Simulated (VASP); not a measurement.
# Ba2ZrS4 (I4/mmm) in VASP: relaxation of shape and atoms at fixed volume with r2SCAN

Aim: the relaxation of shape and atoms at fixed volume of Ba2ZrS4 with r2SCAN.

Everything below comes from runs of VASP 6.6.1. Logs are shortened: lines on timing, memory, paths and dates and some standing lists are left out, and cuts for length are marked.

## Step 1: The cell of the first run

The structure is tetragonal, space group I4/mmm (No. 139). The conventional cell has a = 4.881 Å, b = 4.881 Å, c = 15.491 Å, α = 90.00°, β = 90.00°, γ = 90.00°. Ba (site symmetry 4mm) has 9 S at 3.00 to 3.47 Å and 4 Zr at 4.09 Å within 4.1 Å. Zr (site symmetry 4/mmm) has 6 S at 2.44 to 2.54 Å within 3.2 Å. S (site symmetry mmm) has 2 Zr at 2.44 Å and 4 Ba at 3.28 Å within 3.3 Å. Within 3.6 Å of S (site symmetry 4mm) lie 1 Zr at 2.54 Å and 5 Ba at 3.00 to 3.47 Å and 4 S at 3.52 Å.

## Step 2: Relaxation of shape and atoms at fixed volume, r2SCAN (26.37 Å³/atom)

The input, POSCAR:

```
Ba2ZrS4
1.0
   -2.4406640457      2.4406640457      7.7456143464
    2.4406640457     -2.4406640457      7.7456143464
    2.4406640457      2.4406640457     -7.7456143464
Ba Zr S
2 1 4
Direct
    0.6419093794      0.6419093794      0.0000000000
    0.3580906206      0.3580906206      0.0000000000
    0.0000000000      0.0000000000      0.0000000000
    0.5000000000      0.0000000000      0.5000000000
    0.0000000000      0.5000000000      0.5000000000
    0.8358432148      0.8358432148      0.0000000000
    0.1641567852      0.1641567852      0.0000000000
```

The input, INCAR.step1:

```
PREC     = Accurate       # precision mode
ENCUT    = 550            # plane-wave cutoff, eV
ISMEAR   = 0              # smearing method
SIGMA    = 0.02           # smearing width, eV
LREAL    = F              # projectors in reciprocal space
LASPH    = T              # aspherical terms in the spheres
NELM     = 120            # most SCF steps
GGA      = PE             # functional
ALGO     = Normal         # electronic algorithm
EDIFF    = 1E-5           # SCF threshold, eV
LWAVE    = T              # write WAVECAR
LCHARG   = F              # write CHGCAR
GGA_COMPAT= F            
IBRION   = 2              # ionic algorithm
ISIF     = 3              # what is computed and relaxed
EDIFFG   = -0.005         # ionic threshold
NELMIN   = 4            
NSW      = 100            # ionic steps
KPAR     = 4
```

The input, INCAR.step2:

```
PREC     = Accurate       # precision mode
ENCUT    = 550            # plane-wave cutoff, eV
EDIFF    = 1E-7           # SCF threshold, eV
ISMEAR   = 0              # smearing method
SIGMA    = 0.02           # smearing width, eV
LREAL    = F              # projectors in reciprocal space
LASPH    = T              # aspherical terms in the spheres
NELM     = 120            # most SCF steps
ALGO     = Normal         # electronic algorithm
ISIF     = 4              # what is computed and relaxed
LWAVE    = F              # write WAVECAR
LCHARG   = F              # write CHGCAR
METAGGA  = R2SCAN         # meta-GGA
LMIXTAU  = T            
IBRION   = 2              # ionic algorithm
NSW      = 50             # ionic steps
EDIFFG   = -0.01          # ionic threshold
ISTART   = 1            
GGA_COMPAT= F            
NELMIN   = 4            
KPAR     = 4
```

The input, KPOINTS:

```
Automatic mesh
0
Gamma
  8 8 8
```

Potentials or basis: VASP PAW PBE potentials, release 64 (Ba_sv, Zr_sv, S).

On the command line:

```bash
cat potpaw_PBE.64/Ba_sv/POTCAR potpaw_PBE.64/Zr_sv/POTCAR potpaw_PBE.64/S/POTCAR > POTCAR
cp INCAR.step1 INCAR
mpirun -np 4 vasp_std > vasp.out
cp INCAR.step2 INCAR
mpirun -np 4 vasp_std > vasp.out
```

OUTCAR:

```text
PREC = Accurate
   ENCUT = 550
   EDIFF = 1E-7
   ISMEAR = 0
   LREAL = F
   LASPH = T
   NELM = 120
   ISIF = 4
   METAGGA = R2SCAN
   IBRION = 2
   NSW = 50
   EDIFFG = -0.01
   ISTART = 1
   NELMIN = 4

 ion  position               nearest neighbor table
   1  0.642  0.642  0.000-   6 3.00   5 3.28   4 3.28   4 3.28   5 3.28   7 3.47   7 3.47   7 3.47
                             7 3.47   3 4.09   3 4.09   3 4.09   3 4.09   2 4.40
   2  0.358  0.358  0.000-   7 3.00   4 3.28   5 3.28   4 3.28   5 3.28   6 3.47   6 3.47   6 3.47
                             6 3.47   3 4.09   3 4.09   3 4.09   3 4.09   1 4.40
   3  0.000  0.000  0.000-   4 2.44   5 2.44   5 2.44   4 2.44   6 2.54   7 2.54   1 4.09   2 4.09
                             1 4.09   2 4.09   1 4.09   2 4.09   1 4.09   2 4.09
   4  0.500  0.000  0.500-   3 2.44   3 2.44   1 3.28   1 3.28   2 3.28   2 3.28
   5  0.000  0.500  0.500-   3 2.44   3 2.44   1 3.28   1 3.28   2 3.28   2 3.28
   6  0.836  0.836  0.000-   3 2.54   1 3.00   2 3.47   2 3.47   2 3.47   2 3.47
   7  0.164  0.164  0.000-   3 2.54   2 3.00   1 3.47   1 3.47   1 3.47   1 3.47

  LATTYP: Found a body centered tetragonal cell.
 ALAT       =     4.8813280914
 C/A-ratio  =     3.1735684229

  Lattice vectors:

 A1 = (  -2.4406640457,   2.4406640457,   7.7456143464)
 A2 = (   2.4406640457,  -2.4406640457,   7.7456143464)
 A3 = (   2.4406640457,   2.4406640457,  -7.7456143464)

Analysis of symmetry for initial positions (statically):
=====================================================================
 Subroutine PRICEL returns:
 Original cell was already a primitive cell.

 Routine SETGRP: Setting up the symmetry group for a
 body centered tetragonal supercell.

 Subroutine GETGRP returns: Found 16 space group operations
 (whereof 16 operations were pure point group operations)
 out of a pool of 16 trial point group operations.

The static configuration has the point symmetry D_4h.

Analysis of symmetry for dynamics (positions and initial velocities):
=====================================================================
 Subroutine PRICEL returns:
 Original cell was already a primitive cell.

 Routine SETGRP: Setting up the symmetry group for a
 body centered tetragonal supercell.

 Subroutine GETGRP returns: Found 16 space group operations
 (whereof 16 operations were pure point group operations)
 out of a pool of 16 trial point group operations.

[... 116 lines left out ...]
   ISIF   =      4    stress and relaxation
   ISYM   =      2    0-nonsym 1-usesym 2-fastsym
   POTIM  = 0.5000    time-step for ionic-motion
   TEBEG  =    0.0;   TEEND  =   0.0 temperature during run
   PSTRESS=    0.0 pullay stress
   NELECT =      56.0000    total number of electrons
   NUPDOWN=      -1.0000    fix difference up-down
   EMIN   =  10.00;   EMAX   =-10.00  energy-range for DOS
   EFERMI =   0.00;   METHOD = LEGACY
   ISMEAR =     0;   SIGMA  =   0.02  broadening in eV -4-tet -1-fermi 0-gaus
   EFERMI_NEDOS =   21; number of points for ismear=-14 and -15
   IALGO  =     38    algorithm
   IMIX   =      4    mixing-type and parameters
     AMIX     =   0.40;   BMIX     =  1.00
     AMIX_MAG =   1.60;   BMIX_MAG =  1.00
  volume/ion in A,a.u.               =      26.37       177.92
  Fermi-wavevector in a.u.,A,eV,Ry     =   1.100087  2.078862 16.465642  1.210191
  Thomas-Fermi vector in A             =   2.236492
   LORBIT       =      0    0 simple, 1 ext, 2 COOP (PROOUT), +10 PAW based schemes
   METAGGA = R2SCAN    functional components
   LHFCALC =     F    Hartree Fock is set to
   AEXX    =    0.0000 exact exchange contribution
   IVDW    =     0    specifies the selected vdW correction
   LEPSILON=     F    determine dielectric tensor
   LRPA    =     F    only Hartree local field effects (RPA)
 conjugate gradient relaxation of ions
 non-spin polarized calculation
 Gauss-broadening in eV      SIGMA  =   0.02
  energy-cutoff  :      550.00
  volume of cell :      184.56
 maximum number of plane-waves:      5450
 NGX is ok and might be reduce to    70
   NGX = 33   NGY = 33   NGZ = 33

--------------------------------------- Ionic step        1  -------------------------------------------

 number of electron      56.0000000 magnetization

 Free energy of the ion-electron system (eV)
  ---------------------------------------------------
  ext. energy  EPLUGINS =         0.00000000
  ---------------------------------------------------
  free energy    TOTEN  =      -122.91808148 eV

  energy without entropy =     -122.91808148  energy(sigma->0) =     -122.91808148

------------------------ aborting loop because EDIFF is reached ----------------------------------------

  FORCE on cell =-STRESS in cart. coord.  units (eV):
  Direction    XX          YY          ZZ          XY          YZ          ZX
  --------------------------------------------------------------------------------------
  -------------------------------------------------------------------------------------
  Total        5.3845281      5.3845281      6.0690543      0.0000000     -0.0000000      0.0000000
  in kB       46.7440528     46.7440528     52.6865473      0.0000000     -0.0000000      0.0000000
  external PRESSURE =      48.7248843 kB  Pullay stress =       0.0000000 kB
[... 151 lines left out ...]
--------------------------------------- Ionic step        5  -------------------------------------------

 number of electron      55.9999999 magnetization

 Free energy of the ion-electron system (eV)
  ---------------------------------------------------
  ext. energy  EPLUGINS =         0.00000000
  ---------------------------------------------------
  free energy    TOTEN  =      -122.91981425 eV

  energy without entropy =     -122.91981425  energy(sigma->0) =     -122.91981425

 E-fermi :   3.3619     XC(G=0):  -9.7789

 val. band max:        3.1823809921   @ k =   0.5000   0.5000   0.0000
 cond. band min:       4.0229558295   @ k =   0.0000   0.0000   0.0000
 fundamental gap:      0.8405748374
 Fermi energy:         3.3619261223

 k-point     1 :       0.0000    0.0000    0.0000
  band No.  band energies     occupation
      1     -47.0409      2.00000
      2     -24.5126      2.00000
      3     -24.5126      2.00000
      4     -24.3243      2.00000
      5     -24.1370      2.00000
      6     -24.1049      2.00000
[... 853 lines left out ...]
     32       8.2322      0.00000
     33       8.4465      0.00000

 [... further k-points ...]

------------------------ aborting loop because EDIFF is reached ----------------------------------------

  FORCE on cell =-STRESS in cart. coord.  units (eV):
  Direction    XX          YY          ZZ          XY          YZ          ZX
  --------------------------------------------------------------------------------------
  -------------------------------------------------------------------------------------
  Total        5.5064853      5.5064853      5.5130455      0.0000000      0.0000000      0.0000000
  in kB       47.8027852     47.8027852     47.8597355      0.0000000      0.0000000      0.0000000
  external PRESSURE =      47.8217687 kB  Pullay stress =       0.0000000 kB
[... 22 lines left out ...]
  FREE ENERGIE OF THE ION-ELECTRON SYSTEM (eV)
  ---------------------------------------------------
  free  energy   TOTEN  =      -122.9198142482 eV

  energy  without entropy=     -122.9198142482  energy(sigma->0) =     -122.91981425

 reached required accuracy - stopping structural energy minimisation
```

OUTCAR.step1:

```text
PREC = Accurate
   ENCUT = 550
   ISMEAR = 0
   LREAL = F
   LASPH = T
   NELM = 120
   GGA = PE
   EDIFF = 1E-5
   IBRION = 2
   ISIF = 3
[... 1305 lines left out ...]
 cond. band min:       3.5245339460   @ k =   0.0000   0.0000   0.0000
 fundamental gap:      0.6307247560
 Fermi energy:         3.1336517906

 k-point     1 :       0.0000    0.0000    0.0000
  band No.  band energies     occupation
      1     -45.9411      2.00000
      2     -24.0441      2.00000
      3     -24.0441      2.00000
      4     -23.9208      2.00000
      5     -23.9205      2.00000
      6     -23.8644      2.00000
[... 889 lines left out ...]
  FREE ENERGIE OF THE ION-ELECTRON SYSTEM (eV)
  ---------------------------------------------------
  free  energy   TOTEN  =       -42.2076413221 eV

  energy  without entropy=      -42.2076413221  energy(sigma->0) =      -42.20764132

 reached required accuracy - stopping structural energy minimisation
```

OSZICAR.step1:

```text
N       E                     dE             d eps       ncg     rms          rms(c)
DAV:   1     0.445013664086E+03    0.44501E+03   -0.27055E+04  3894   0.159E+03
DAV:   2    -0.776493484545E+01   -0.45278E+03   -0.44642E+03  5464   0.320E+02
DAV:   3    -0.436008597708E+02   -0.35836E+02   -0.35733E+02  5624   0.894E+01
[... 124 lines left out ...]
       N       E                     dE             d eps       ncg     rms          rms(c)
DAV:   1    -0.422079587560E+02   -0.32870E-03   -0.12001E-02  4449   0.660E-01    0.163E-01
DAV:   2    -0.422077179448E+02    0.24081E-03   -0.78013E-04  4634   0.157E-01    0.579E-02
DAV:   3    -0.422076428532E+02    0.75092E-04   -0.22447E-04  5287   0.796E-02    0.248E-02
DAV:   4    -0.422076413221E+02    0.15311E-05   -0.23470E-05  3757   0.172E-02
  18 F= -.42207641E+02 E0= -.42207641E+02  d E =-.114305E-04
```

Wall time 3.1 h (4 MPI ranks of Intel Xeon Platinum 8488C (Sapphire Rapids), shared host); peak memory 1.1 GiB.

Results:

```yaml
Free_energy: -122.9198 eV
Energy_gained_by_relaxing: 0.2 meV/atom
Ionic_steps: 5
Pressure_after_relaxing: 4.8 GPa
Largest_force_after_relaxing: 0.004 eV/Å
Band_gap_on_the_k_mesh: 0.84 eV (least direct gap 0.94 eV)
```

Forces in eV/Å, atoms in the order of the input:
```
Ba   0.000  0.000  0.004
Ba   0.000  0.000 -0.004
Zr   0.000  0.000  0.000
S    0.000  0.000  0.000
S    0.000  0.000  0.000
S    0.000  0.000  0.001
S    0.000  0.000 -0.001
```

Step by step:
```tsv
step	energy change (eV)	largest force (eV/Å)	pressure (GPa)	volume (Å³)
1	0.0000	0.1251	4.87	184.56
2	-0.0016	0.0257	4.79	184.56
3	-0.0016	0.0231	4.80	184.56
4	-0.0017	0.0107	4.79	184.56
5	-0.0017	0.0044	4.78	184.56
```

Final structure:
```
Ba Zr S
1.0
    -2.43769    2.43769    7.76452
     2.43769   -2.43769    7.76452
     2.43769    2.43769   -7.76452
Ba Zr S
2 1 4
Direct
  0.64202 0.64202 0.00000
  0.35798 0.35798 0.00000
  0.00000 0.00000 0.00000
  0.50000 0.00000 0.50000
  0.00000 0.50000 0.50000
  0.83538 0.83538 0.00000
  0.16462 0.16462 0.00000
```

Levels at points of the mesh, in eV from the valence-band top:
```
           k point  band 25  band 26  band 27  band 28  band 29  band 30  band 31  band 32
(0.00, 0.00, 0.00)    -0.98    -0.15    -0.15    -0.10     0.84     1.87     1.87     3.23
(0.50, 0.00, 0.00)    -1.52    -0.67    -0.56    -0.35     2.43     3.64     3.69     4.17
(0.50, 0.50, 0.00)    -0.94    -0.72    -0.17     0.00     4.03     4.19     4.27     4.27
(0.50, 0.50, 0.50)    -1.21    -0.92    -0.27    -0.27     0.85     2.55     2.55     2.84
```

Caveat: the PAW data sets were made with another functional, which shifts forces and pressure a little; spin-orbit coupling is left out, which moves the levels of the heavy elements. A k mesh can miss the band edges.
